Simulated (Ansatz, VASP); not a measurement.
# One calculation of AlN, two programs

```
Al N
1.0
     0.00000    2.18488    2.18488
     2.23950    0.00000    2.18488
     2.23950    2.18488    0.00000
Al N
1 1
Direct
  0.00000 0.00000 0.00000
  0.25000 0.25000 0.25000
```

Change from the starting cell: uniaxial_x strain +2.5%.

Alike in both runs: task single point; functional r2SCAN; k mesh 10 × 10 × 10; no spin polarisation.

|  | VASP | Ansatz |
| --- | --- | --- |
| version | VASP 6.6.1 | Ansatz 0.2.0 |
| potentials or method | VASP PAW PBE potentials, release 64 (Al, N) | plane waves, PAW |
| plane-wave cutoff (eV) | 520 | 500 |
| occupations | gaussian, width 0.01 eV | fixed |
| valence electrons in the cell | 8 | 8 |

Ansatz gave:

* gap on the k mesh at the Fermi level (eV): 3.85
* pressure (GPa): -5.0
* traceless stress, the component that is largest in VASP (GPa): -2.63

Problem. Estimate VASP's values.

Solution. gap on the k mesh at the Fermi level (eV): 3.84; pressure (GPa): -5.4; traceless stress, the component that is largest in VASP (GPa): -2.63.

VASP's potentials were made for PBE, not for r2SCAN.
